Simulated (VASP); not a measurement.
# HfC (Fm-3m) in VASP: notebook

The runs below take HfC through single point, with PBE.

All numbers are computed with VASP 6.6.1; they aren't measurements. Logs are shortened: lines on timing, memory, paths and dates and some standing lists are left out, and cuts for length are marked.

### Step 1. The cell of the first run

It takes space group Fm-3m (No. 225, cubic). The conventional cell has a = 4.557 Å, b = 4.557 Å, c = 4.557 Å, α = 90.00°, β = 90.00°, γ = 90.00°. Hf (site symmetry m-3m) has 6 C at 2.28 Å within 3.0 Å. Within 3.0 Å of C (site symmetry m-3m) lie 6 Hf at 2.28 Å.

### Step 2. Single point, PBE (volume scaled by 0.94)

The input, INCAR:

```
ALGO = Normal ; EDIFF = 1E-6
ENCUT = 520 ; GGA = PE
ISIF = 2 ; ISMEAR = 0
LASPH = True ; LCHARG = False
LREAL = False ; LWAVE = False
NBANDS = 14 ; NELM = 60
PREC = Accurate ; SIGMA = 0.1
```

The input, KPOINTS:

```
k-points
0
Gamma
  16 16 16
```

The input, POSCAR:

```
HfC
1.0
    0.0000000000      2.2782691747      2.2782691747
    2.2782691747      0.0000000000      2.2782691747
    2.2782691747      2.2782691747      0.0000000000
Hf C
1 1
Direct
    0.5000000000      0.5000000000      0.5000000000
    0.0000000000      0.0000000000      0.0000000000
```

Potentials or basis: VASP PAW PBE potentials, release 64 (Hf_pv, C).

The run is started by

```bash
cat potpaw_PBE.64/Hf_pv/POTCAR potpaw_PBE.64/C/POTCAR > POTCAR
mpirun -np 1 vasp_std > vasp.out
```

OUTCAR:

```text
EDIFF = 1E-6
   ENCUT = 520
   GGA = PE
   ISIF = 2
   ISMEAR = 0
   LASPH = True
   LREAL = False
   NELM = 60
   PREC = Accurate

 ion  position               nearest neighbor table
   1  0.500  0.500  0.500-   2 2.28   2 2.28   2 2.28   2 2.28   2 2.28   2 2.28
   2  0.000  0.000  0.000-   1 2.28   1 2.28   1 2.28   1 2.28   1 2.28   1 2.28

  LATTYP: Found a face centered cubic cell.
 ALAT       =     4.5565383494

  Lattice vectors:

 A1 = (   0.0000000000,   2.2782691747,   2.2782691747)
 A2 = (   2.2782691747,   0.0000000000,   2.2782691747)
 A3 = (   2.2782691747,   2.2782691747,   0.0000000000)

Analysis of symmetry for initial positions (statically):
=====================================================================
 Subroutine PRICEL returns:
 Original cell was already a primitive cell.

 Routine SETGRP: Setting up the symmetry group for a
 face centered cubic supercell.

 Subroutine GETGRP returns: Found 48 space group operations
 (whereof 48 operations were pure point group operations)
 out of a pool of 48 trial point group operations.

The static configuration has the point symmetry O_h .

Analysis of symmetry for dynamics (positions and initial velocities):
=====================================================================
 Subroutine PRICEL returns:
 Original cell was already a primitive cell.

 Routine SETGRP: Setting up the symmetry group for a
 face centered cubic supercell.

 Subroutine GETGRP returns: Found 48 space group operations
 (whereof 48 operations were pure point group operations)
 out of a pool of 48 trial point group operations.

The dynamic configuration has the point symmetry O_h .

 Subroutine INISYM returns: Found 48 space group operations
 (whereof 48 operations are pure point group operations),
 and found     1 'primitive' translations

----------------------------------------------------------------------------------------

                                     Primitive cell

  volume of cell :      23.6508

  direct lattice vectors                    reciprocal lattice vectors
     0.000000000  2.278269175  2.278269175    -0.219464849  0.219464849  0.219464849
     2.278269175  0.000000000  2.278269175     0.219464849 -0.219464849  0.219464849
     2.278269175  2.278269175  0.000000000     0.219464849  0.219464849 -0.219464849

  length of vectors
     3.221959166  3.221959166  3.221959166     0.380124269  0.380124269  0.380124269

  position of ions in fractional coordinates (direct lattice)
     0.500000000  0.500000000  0.500000000
     0.000000000  0.000000000  0.000000000

  ion indices of the primitive-cell ions
   primitive index   ion index
                 1           1
[... 87 lines left out ...]
   EFERMI =   0.00;   METHOD = LEGACY
   ISMEAR =     0;   SIGMA  =   0.10  broadening in eV -4-tet -1-fermi 0-gaus
   EFERMI_NEDOS =   21; number of points for ismear=-14 and -15
   IALGO  =     38    algorithm
   IMIX   =      4    mixing-type and parameters
     AMIX     =   0.40;   BMIX     =  1.00
     AMIX_MAG =   1.60;   BMIX_MAG =  1.00
  volume/ion in A,a.u.               =      11.83        79.80
  Fermi-wavevector in a.u.,A,eV,Ry     =   1.374577  2.597574 25.707699  1.889463
  Thomas-Fermi vector in A             =   2.499991
   LORBIT       =      0    0 simple, 1 ext, 2 COOP (PROOUT), +10 PAW based schemes
   GGA     = PE    functional components
   LHFCALC =     F    Hartree Fock is set to
   AEXX    =    0.0000 exact exchange contribution
   IVDW    =     0    specifies the selected vdW correction
   LEPSILON=     F    determine dielectric tensor
   LRPA    =     F    only Hartree local field effects (RPA)
 non-spin polarized calculation
 Gauss-broadening in eV      SIGMA  =   0.10
  energy-cutoff  :      520.00
  volume of cell :       23.65
 maximum number of plane-waves:       652
   NGX = 11   NGY = 11   NGZ = 11

 number of electron      14.0000000 magnetization

 Free energy of the ion-electron system (eV)
  ---------------------------------------------------
  ext. energy  EPLUGINS =         0.00000000
  ---------------------------------------------------
  free energy    TOTEN  =       -20.97733111 eV

  energy without entropy =      -20.97512462  energy(sigma->0) =      -20.97622787

 E-fermi :   6.4080     XC(G=0): -12.5893

 val. band max:        6.4036558695   @ k =   0.1250   0.0625   0.0000
 cond. band min:       6.4202586952   @ k =   0.4375   0.3750   0.0000
 fundamental gap:      0.0166028258
 Fermi energy:         6.4080138126

 k-point     1 :       0.0000    0.0000    0.0000
  band No.  band energies     occupation
      1     -22.8420      2.00000
      2     -22.8420      2.00000
      3     -22.8420      2.00000
      4      -6.1864      2.00000
      5       7.4641      0.00000
      6       7.4641      0.00000
      7       7.4641      0.00000
      8       7.8378      0.00000
      9       7.8378      0.00000
     10       7.8378      0.00000
     11      10.0135      0.00000
     12      10.0135      0.00000
     13      13.9981      0.00000
     14      17.6100      0.00000
[... 377 lines left out ...]
      1     -22.9256      2.00000
      2     -22.8646      2.00000
      3     -22.8441      2.00000
      4      -5.9010      2.00000
      5       6.0160      2.00000
      6       6.3075      1.84492
      7       6.4308      0.74780
      8       8.0102      0.00000
      9       8.7066      0.00000
     10       8.7245      0.00000
     11      10.6579      0.00000
     12      11.6017      0.00000
     13      14.5794      0.00000
     14      18.3920      0.00000

 [... further k-points ...]

------------------------ aborting loop because EDIFF is reached ----------------------------------------

  FORCE on cell =-STRESS in cart. coord.  units (eV):
  Direction    XX          YY          ZZ          XY          YZ          ZX
  --------------------------------------------------------------------------------------
  -------------------------------------------------------------------------------------
  Total        2.3510780      2.3510780      2.3510780      0.0000000      0.0000000      0.0000000
  in kB      159.2694669    159.2694669    159.2694669      0.0000000      0.0000000      0.0000000
  external PRESSURE =     159.2694669 kB  Pullay stress =       0.0000000 kB

 VOLUME and BASIS-vectors are now :
 -----------------------------------------------------------------------------
  energy-cutoff  :      520.00
  volume of cell :       23.65
      direct lattice vectors                 reciprocal lattice vectors
     0.000000000  2.278269175  2.278269175    -0.219464849  0.219464849  0.219464849
     2.278269175  0.000000000  2.278269175     0.219464849 -0.219464849  0.219464849
     2.278269175  2.278269175  0.000000000     0.219464849  0.219464849 -0.219464849

 POSITION                                       TOTAL-FORCE (eV/Angst)
 -----------------------------------------------------------------------------------
      2.27827      2.27827      2.27827         0.000000     -0.000000      0.000000
      0.00000      0.00000      0.00000        -0.000000      0.000000     -0.000000
 -----------------------------------------------------------------------------------
    total drift:                                0.000000     -0.000000      0.000000

  FREE ENERGIE OF THE ION-ELECTRON SYSTEM (eV)
  ---------------------------------------------------
  free  energy   TOTEN  =       -20.9773311150 eV

  energy  without entropy=      -20.9751246193  energy(sigma->0) =      -20.97622787
```

stdout:

```text
POSCAR found type information on POSCAR HfC
 POSCAR found :  2 types and       2 ions
 scaLAPACK will be used
 LDA part: xc-table for (Slater+PW92), standard interpolation
 POSCAR, INCAR and KPOINTS ok, starting setup
 FFT: planning ... GRIDC
 FFT: planning ... GRID_SOFT
 FFT: planning ... GRID
 WAVECAR not read
 entering main loop
```

Run time: 28 s. Hardware: 1 thread of Intel Xeon Platinum 8259CL at 2.50GHz (Skylake/Cascade Lake), shared host; peak memory 0.17 GiB.

What came out:

- Free energy: -20.9773 eV
- Pressure: 15.9 GPa
- Band gap on the k mesh: zero (band 7 reaches 7.46 eV, above the bottom of band 8 at 6.00 eV)

Caveat: the cell differs from its parent crystal (volume scaled by 0.94); spin-orbit coupling is left out, which moves the levels of the heavy elements.

### Step 3. Single point, PBE (volume scaled by 0.97)

The input, INCAR:

```
SYSTEM = HfC
ALGO = Normal ; EDIFF = 1E-6
ENCUT = 520 ; GGA = PE
ISIF = 2 ; ISMEAR = 0
LASPH = .True. ; LCHARG = .True.
LELF = .True. ; LREAL = .False.
LVHAR = .True. ; LWAVE = .False.
NBANDS = 14 ; NELM = 100
PREC = Accurate ; SIGMA = 0.1
```

The input, KPOINTS:

```
k-points
0
Gamma
  16 16 16
  0 0 0
```

The input, POSCAR:

```
HfC
1.0
    0.0000000000      2.3022527180      2.3022527180
    2.3022527180      0.0000000000      2.3022527180
    2.3022527180      2.3022527180      0.0000000000
Hf C
1 1
Direct
    0.5000000000      0.5000000000      0.5000000000
    0.0000000000      0.0000000000      0.0000000000
```

Potentials or basis: VASP PAW PBE potentials, release 64 (Hf_pv, C).

The run is started by

```bash
cat potpaw_PBE.64/Hf_pv/POTCAR potpaw_PBE.64/C/POTCAR > POTCAR
mpirun -np 1 vasp_std > vasp.out
```

It took 30 s on 1 thread of Intel Xeon Platinum 8259CL at 2.50GHz (Skylake/Cascade Lake), shared host; peak memory 0.18 GiB.

The run converged. Its results:

```
Free energy            : -21.0311 eV
Pressure               : 7.0 GPa
Band gap on the k mesh : zero (band 7 reaches 7.20 eV, above the bottom of band 8 at 5.76 eV)
```

Levels at points of the mesh, in eV from the Fermi level:
| k point | band 4 | band 5 | band 6 | band 7 | band 8 | band 9 | band 10 | band 11 |
| --- | --- | --- | --- | --- | --- | --- | --- | --- |
| (0.00, 0.00, 0.00) | -12.44 | 1.04 | 1.04 | 1.04 | 1.42 | 1.42 | 1.42 | 3.51 |
| (0.50, 0.00, 0.00) | -8.51 | -6.25 | -3.06 | -3.06 | 5.51 | 5.51 | 6.00 | 6.72 |
| (0.50, 0.50, 0.00) | -10.52 | -2.53 | -1.85 | -0.04 | -0.04 | 5.51 | 7.00 | 7.00 |

Caveat: the cell differs from its parent crystal (volume scaled by 0.97); spin-orbit coupling is left out, which moves the levels of the heavy elements.

### Step 4. Single point, PBE

This run uses another cell than the first one, of 12.58 Å³/atom, 1.064 times its volume.

The input, INCAR:

```
SYSTEM = HfC
  ALGO = Normal
  EDIFF = 1E-7
  ENCUT = 520
  GGA = PE
  ISIF = 2
  ISMEAR = 0
  LASPH = .TRUE.
  LCHARG = .FALSE.
  LREAL = .FALSE.
  LWAVE = .FALSE.
  NBANDS = 14
  NELM = 100
  PREC = Accurate
  SIGMA = 0.1
```

The input, KPOINTS:

```
k-points
0
G
  16 16 16
  0 0 0
```

The input, POSCAR:

```
HfC
1.0
    0.0000000000      2.3257467153      2.3257467153
    2.3257467153      0.0000000000      2.3257467153
    2.3257467153      2.3257467153      0.0000000000
Hf C
1 1
Direct
    0.5000000000      0.5000000000      0.5000000000
    0.0000000000      0.0000000000      0.0000000000
```

The run is started by

```bash
cat potpaw_PBE.64/Hf_pv/POTCAR potpaw_PBE.64/C/POTCAR > POTCAR
mpirun -np 1 vasp_std > vasp.out
```

Wall time 44 s (1 thread of Intel Xeon Platinum 8259CL at 2.50GHz (Skylake/Cascade Lake), shared host); peak memory 0.18 GiB.

Results (log left out):

- Free energy: -21.0458 eV
- Pressure: -0.7 GPa
- Band gap on the k mesh: zero (band 7 reaches 6.95 eV, above the bottom of band 8 at 5.52 eV)

Levels at points of the mesh, in eV from the Fermi level:
```
           k point  band 5  band 6  band 7  band 8  band 9  band 10
(0.00, 0.00, 0.00)    1.02    1.02    1.02    1.41    1.41     1.41
(0.50, 0.00, 0.00)   -6.11   -2.96   -2.96    5.33    5.33     5.80
(0.50, 0.50, 0.00)   -2.57   -1.75   -0.08   -0.08    5.32     6.75
```

Caveat: spin-orbit coupling is left out, which moves the levels of the heavy elements.

### Step 5. Single point, PBE

This run uses another cell than the first one, of 12.57 Å³/atom, 1.063 times its volume.

The input, INCAR:

```
SYSTEM = HfC
  PREC = Accurate
  ENCUT = 520
  EDIFF = 1E-7
  ISMEAR = 0
  SIGMA = 0.1
  LREAL = .FALSE.
  LASPH = .TRUE.
  NELM = 60
  ALGO = Normal
  ISIF = 2
  LWAVE = .FALSE.
  LCHARG = .TRUE.
  GGA = PE
  LELF = .TRUE.
  LVHAR = .TRUE.
  NBANDS = 14
```

The input, KPOINTS:

```
Automatic mesh
0
G
  16 16 16
  0 0 0
```

The input, POSCAR:

```
HfC
1.0
    0.0000000000      2.3250000000      2.3250000000
    2.3250000000      0.0000000000      2.3250000000
    2.3250000000      2.3250000000      0.0000000000
Hf C
1 1
Direct
    0.5000000000      0.5000000000      0.5000000000
    0.0000000000      0.0000000000      0.0000000000
```

The run is started by

```bash
cat potpaw_PBE.64/Hf_pv/POTCAR potpaw_PBE.64/C/POTCAR > POTCAR
mpirun -np 1 vasp_std > vasp.out
```

Wall time 38 s (1 thread of Intel Xeon Platinum 8259CL at 2.50GHz (Skylake/Cascade Lake), shared host); peak memory 0.18 GiB.

Results (log left out):

```
Free energy            : -21.0459 eV
Pressure               : -0.4 GPa
Band gap on the k mesh : zero (band 7 reaches 6.95 eV, above the bottom of band 8 at 5.53 eV)
```

Levels at points of the mesh, in eV from the Fermi level:
```
           k point  band 3  band 4  band 5  band 6  band 7  band 8  band 9  band 10  band 11  band 12
(0.00, 0.00, 0.00)  -29.55  -12.29    1.02    1.02    1.02    1.41    1.41     1.41     3.41     3.41
(0.50, 0.00, 0.00)  -29.62   -8.55   -6.12   -2.96   -2.96    5.34    5.34     5.80     6.57    11.41
(0.50, 0.50, 0.00)  -29.78  -10.39   -2.57   -1.75   -0.08   -0.08    5.33     6.76     6.76     8.45
```

Caveat: spin-orbit coupling is left out, which moves the levels of the heavy elements.

### Step 6. Overview

```csv
cell,gap on the mesh (eV),pressure (GPa)
"a = 3.222 Å, angles 60.0°, 2 atoms",none,15.9
"a = 3.256 Å, angles 60.0°, 2 atoms",none,7.0
"a = 3.289 Å, angles 60.0°, 2 atoms",none,-0.7
"a = 3.288 Å, angles 60.0°, 2 atoms",none,-0.4
```

Alike in all rows: task single point; level PBE; potentials or basis VASP PAW PBE potentials, release 64 (Hf_pv, C); no spin polarisation; k mesh 16 × 16 × 16; cutoff (eV) 520; smearing gaussian 0.1 eV.

Caveats: spin-orbit coupling is left out, which moves the levels of the heavy elements.

Absolute energies hang on the potentials; compare differences alone.
